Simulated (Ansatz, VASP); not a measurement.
Ta in VASP and in Ansatz

File INCAR:

```
SYSTEM = Ta
PREC = Accurate
ENCUT = 520
EDIFF = 1E-8
ISMEAR = -1
SIGMA = 0.08
LREAL = .FALSE.
LASPH = .TRUE.
NELM = 80
ALGO = Normal
ISIF = 2
LWAVE = .FALSE.
LCHARG = .FALSE.
GGA = PS
LEFG = .TRUE.
NBANDS = 12
```

Contents of KPOINTS:

```
regular mesh
0
G
  17 17 17
  0 0 0
```

The input POSCAR:

```
Ta
1.0
   -1.6289626696      1.6289626696      1.6289626696
    1.6289626696     -1.6289626696      1.6289626696
    1.6289626696      1.6289626696     -1.6289626696
Ta
1
Direct
    0.0000000000      0.0000000000      0.0000000000
```

Input for Ansatz:

```yaml
crystal:
  lattice:
    - [-1.6289626696, 1.6289626696, 1.6289626696]
    - [1.6289626696, -1.6289626696, 1.6289626696]
    - [1.6289626696, 1.6289626696, -1.6289626696]
  atoms:
    - { symbol: Ta, position: [0.0, 0.0, 0.0] }
kpoints:
  mp_grid: { grid: [17, 17, 17] }
scf:
  occupations: { method: fermi_dirac, width: 0.08 }
hamiltonian:
  xc: pbesol
  pseudopotentials: { kind: all_electron, datasets: crystal }
output:
  forces: true
  stress: true
  eigenvalues: true
  efg: { contact_densities: true }
```

Change from the starting cell: volume scaled by 0.96, crystal datasets.

Alike in both runs: task electric field gradients; functional PBEsol; k mesh 17 × 17 × 17; occupations fermi-dirac, width 0.08 eV; no spin polarisation.

```csv
,VASP,Ansatz
version,VASP 6.6.1,Ansatz 0.2.0
potentials or method,"VASP PAW PBE potentials, release 64 (Ta_pv), cutoff 520 eV","all-electron PAW with datasets made for the crystal, scalar-relativistic"
```

|  | VASP | Ansatz | Ansatz less VASP |
| --- | --- | --- | --- |
| pressure (GPa) | 5.0 | 4.6 | -0.40 |

VASP's potentials were made for PBE, not for PBEsol. Ansatz ran all-electron here, and VASP with PAW potentials.

Spin-orbit coupling is off throughout.
